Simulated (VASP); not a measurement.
Wanted: the native input for a VASP 6.6.1 run.

```yaml
Task: single point
Functional: PBE
Dispersion: D3(BJ)
Potentials_or_basis: VASP PAW PBE potentials, release 64 (C, O, H)
Cutoff: 520 eV
k_mesh: 1 × 1 × 1
Occupations: fermi-dirac, width 0.02 eV
Spin: no spin polarisation
Dipole_correction: no
Further_INCAR_settings: LREAL = Auto; ALGO = Normal; EDIFF = 1e-06; NBANDS = 64
```

The structure of H6C2O lies in POSCAR:

```
H6C2O
1.0
    7.2936330000      0.0000000000      0.0000000000
    0.0000000000      7.2936330000      0.0000000000
    0.0000000000      0.0000000000      7.2936330000
C O H
8 4 24
Direct
    0.4006645248      0.0079110095      0.2109374025
    0.3929591741      0.1978986330      0.1444273382
    0.4978040436      0.6983351095      0.6496762313
    0.3834851575      0.5266922534      0.6396949230
    0.9766326329      0.0443263323      0.4638429161
    0.8340836453      0.1963493365      0.5119533708
    0.8742145375      0.9336499382      0.9995841579
    0.8946844460      0.7359021218      1.0568121538
    0.2200275226      0.2724293915      0.2046716636
    0.4458409136      0.3881193364      0.5175472909
    0.6769603022      0.1014994859      0.5718686421
    0.7315558652      0.6288361369      1.0555096479
    0.2046990848      0.3998830213      0.1686676585
    0.5156415191      0.2838777328      0.1948960141
    0.3987450424      0.1987075577     -0.0049906542
    0.5276657051     -0.0639187631      0.1630188961
    0.3817576234      0.0000137106      0.3588609408
    0.2803404010     -0.0626025466      0.1510632630
    0.3399403288      0.3425179194      0.4405212053
    0.3896960541      0.4526002337      0.7798719788
    0.2403191935      0.5599267196      0.6123285885
    0.4465264430      0.8030428731      0.7396451124
    0.6355954570      0.6679798668      0.6951953848
    0.5115009214      0.7635015362      0.5180134509
    0.5706209786      0.1891101458      0.5713750610
    0.9149761168      0.2753497468      0.6239140357
    0.8109675932      0.2866335611      0.3980320918
    1.1011247755      0.0963168835      0.3956738706
    1.0029569626     -0.0284357603      0.5901722777
    0.9192538204     -0.0482475606      0.3595190490
    0.7692325622      0.5009026366      1.0798870741
    1.0001051602      0.6729705210      0.9643068139
    0.9641971292      0.7173654062      1.1896129131
    1.0096065980      0.9929619437      0.9847767224
    0.7792687129      0.9376808512      0.8794656929
    0.8009314425      1.0079476168      1.1111060839
```

These files were run (other wordings do the same):

INCAR

```
PREC = Accurate
ENCUT = 520
EDIFF = 1E-6
ISMEAR = -1
SIGMA = 0.02
LREAL = Auto
LASPH = True
NELM = 80
ALGO = Normal
ISIF = 2
LWAVE = False
LCHARG = True
GGA = PE
IVDW = 12
LELF = True
LVHAR = True
NBANDS = 64
```

KPOINTS

```
regular mesh
0
Gamma
  1 1 1
```

Potentials or basis: VASP PAW PBE potentials, release 64 (C, O, H).

The run is started by

```sh
$ cat potpaw_PBE.64/C/POTCAR potpaw_PBE.64/O/POTCAR potpaw_PBE.64/H/POTCAR > POTCAR
$ mpirun -np 1 vasp_gam > vasp.out
```

Results of the run:

```yaml
Pressure: 0.0 GPa
Largest_force: 3.012 eV/Å
Band_gap_on_the_k_mesh: 4.19 eV
Dispersion_energy_per_atom: -0.037 eV
```

Caveat: the k points lie up to 0.86 Å⁻¹ apart.

Wall time 35 s on 1 thread of Intel(R) Xeon(R) 6975P-C (Granite Rapids) (shared host), peak memory 0.34 GiB.
